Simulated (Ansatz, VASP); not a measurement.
**Two plane-wave programs on ZnSe**

INCAR

```
SYSTEM = ZnSe
ALGO = Normal
EDIFF = 1E-6
ENCUT = 500
GGA = PE
GGA_COMPAT = .False.
ISIF = 2
ISMEAR = 0
LASPH = .True.
LCHARG = .False.
LREAL = .False.
LWAVE = .False.
NBANDS = 16
NELM = 120
PREC = Accurate
SIGMA = 0.05
```

KPOINTS

```
k-points
0
Gamma
  10 10 10
  0 0 0
```

POSCAR

```
ZnSe
1.0
    0.0000000000      2.8524119698      2.8524119698
    2.8524119698      0.0000000000      2.8524119698
    2.8524119698      2.8524119698      0.0000000000
Zn Se
1 1
Direct
    0.0000000000      0.0000000000      0.0000000000
    0.7500000000      0.7500000000      0.7500000000
```

Input for Ansatz:

```yaml
crystal:
  lattice:
    - [0.0, 2.8524119698, 2.8524119698]
    - [2.8524119698, 0.0, 2.8524119698]
    - [2.8524119698, 2.8524119698, 0.0]
  atoms:
    - { symbol: Zn, position: [0.0, 0.0, 0.0] }
    - { symbol: Se, position: [0.75, 0.75, 0.75] }
basis:
  ecutwfc: 420
  ecutrho_ratio: 4
kpoints:
  mp_grid: { grid: [10, 10, 10] }
hamiltonian:
  xc: pbe
scf:
  occupations: { method: gaussian, width: 0.05 }
output:
  forces: true
  stress: true
  eigenvalues: true
```

Alike in both runs: task single point; functional PBE; k mesh 10 × 10 × 10; occupations gaussian, width 0.05 eV; no spin polarisation.

|  | VASP | Ansatz |
| --- | --- | --- |
| version | VASP 6.6.1 | Ansatz 0.2.0 |
| potentials or method | VASP PAW PBE potentials, release 64 (Zn, Se), cutoff 500 eV | scalar-relativistic, plane waves, PAW |
| valence electrons in the cell | 18 | 28 |

VASP gave:

- gap on the k mesh at the Fermi level (eV): 1.21
- least direct gap on the mesh (eV): 1.21
- pressure (GPa): 1.1

Task: Which values does Ansatz return?

Result: gap on the k mesh at the Fermi level (eV): 1.21; least direct gap on the mesh (eV): 1.21; pressure (GPa): 0.9.

The functional is the same, so the differences come from potentials, cutoffs and numerics. VASP's potentials hold 18 valence electrons a cell and Ansatz's 28, so a difference there can come from the potentials and not from the codes.
